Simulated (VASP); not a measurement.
Set up this calculation in VASP 6.6.1, as the native input.

```
Task                   : single point
Functional             : PBE
Dispersion             : D3(BJ)
Potentials or basis    : VASP PAW PBE potentials, release 64 (C)
Cutoff                 : 520 eV
k mesh                 : 7 × 11 × 3
Occupations            : gaussian, width 0.05 eV
Spin                   : no spin polarisation
Dipole correction      : no
Further INCAR settings : ALGO = Normal; EDIFF = 1e-06; NBANDS = 31
```

The structure of C lies in POSCAR:

```
C
1.0
    0.0000000000      1.4231666446     -3.3613878322
   -2.4649969361      0.0000000000      0.0000000000
    2.6704133475     10.7253691483      1.6734955738
C
10
Direct
    0.1029917053      0.4764404231      0.8090219290
    0.7311840052      0.6673919518      0.0622079555
    0.8241359302      0.3696540696      0.2489114489
   -0.0829121447      1.0719161874      0.4356149422
    0.0100397803      0.7741783052      0.6223184356
    0.7617679198      0.2348701660      0.1244955379
   -0.1452801551      0.9371322839      0.3111990313
   -0.0523282301      0.6393944017      0.4979025246
    0.0406236949      1.3416565195      0.6846060180
    0.1335756199      1.0439186373      0.8713095114
```

This cell differs from its parent crystal: the part above a cut slid along it.

The input as run:

INCAR

```
PREC = Accurate ; ENCUT = 520
EDIFF = 1E-6 ; ISMEAR = 0
SIGMA = 0.05 ; LREAL = F
LASPH = T ; NELM = 80
ALGO = Normal ; ISIF = 2
LWAVE = F ; LCHARG = F
GGA = PE ; IVDW = 12
NBANDS = 31
```

KPOINTS

```
Automatic mesh
0
Gamma
  7 11 3
```

Potentials or basis: VASP PAW PBE potentials, release 64 (C).

Run with:

```console
$ cat potpaw_PBE.64/C/POTCAR > POTCAR
$ mpirun -np 1 vasp_std > vasp.out
```

It gave:

| Property | Result |
| --- | --- |
| Pressure | -1.3 GPa |
| Largest force | 1.930 eV/Å |
| Dispersion energy per atom | -0.152 eV |

Caveat: the cell differs from its parent crystal (the part above a cut slid along it); the stress differs along the axes, from -4 to 2 GPa; forces of over 1 eV/Å act on the atoms, so gaps and moduli don't describe the material at rest.

It took 3.4 min on 1 thread of Intel(R) Xeon(R) Platinum 8559C (Emerald Rapids) (shared host), peak memory 0.35 GiB.
